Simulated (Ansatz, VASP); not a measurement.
**C in VASP and in Ansatz**

File INCAR:

```
SYSTEM = C
PREC = Accurate
ENCUT = 1300
EDIFF = 1E-6
ISMEAR = -1
SIGMA = 0.02
LREAL = .FALSE.
LASPH = .TRUE.
NELM = 120
ALGO = Normal
ISIF = 2
LWAVE = .FALSE.
LCHARG = .FALSE.
GGA = PS
NBANDS = 16
GGA_COMPAT = .FALSE.
```

The input KPOINTS:

```
regular mesh
0
G
  10 7 10
  0 0 0
```

File POSCAR:

```
C
1.0
   -1.7769057192      1.7769057192      0.0000000000
    0.0000000000      0.0000000000      3.5538114383
    1.7769057192      1.7769057192      0.0000000000
C
4
Direct
    0.5000000000      0.3750000000      0.2500000000
    0.0000000000      0.8750000000      0.7500000000
    0.0000000000      0.1250000000      0.2500000000
    0.5000000000      0.6250000000      0.7500000000
```

Input for Ansatz:

```yaml
crystal:
  lattice:
    - [-1.7769057192, 1.7769057192, 0.0]
    - [0.0, 0.0, 3.5538114383]
    - [1.7769057192, 1.7769057192, 0.0]
  atoms:
    - { symbol: C, position: [0.5, 0.375, 0.25] }
    - { symbol: C, position: [0.0, 0.875, 0.75] }
    - { symbol: C, position: [0.0, 0.125, 0.25] }
    - { symbol: C, position: [0.5, 0.625, 0.75] }
kpoints:
  mp_grid: { grid: [10, 7, 10] }
scf:
  occupations: { method: fermi_dirac, width: 0.02 }
hamiltonian:
  xc: pbesol
  pseudopotentials: { kind: paw }
output:
  forces: true
  stress: true
  eigenvalues: true
```

Alike in both runs: task single point; functional PBEsol; k mesh 10 × 7 × 10; occupations fermi-dirac, width 0.02 eV; no spin polarisation.

|  | VASP | Ansatz |
| --- | --- | --- |
| version | VASP 6.6.1 | Ansatz 0.2.0 |
| potentials or method | VASP PAW PBE potentials, release 64 (C_h) | PAW with Ansatz's default frozen-core files, scalar-relativistic |
| plane-wave cutoff (eV) | 1300 | 420 |
| valence electrons in the cell | 16 | 16 |

|  | VASP | Ansatz | Ansatz less VASP |
| --- | --- | --- | --- |
| gap on the k mesh at the Fermi level (eV) | 4.04 | 4.04 | +0.001 |
| pressure (GPa) | 0.1 | 0.0 | -0.13 |

VASP's potentials were made for PBE, not for PBEsol. The functional is the same, so the differences come from potentials, cutoffs and numerics.
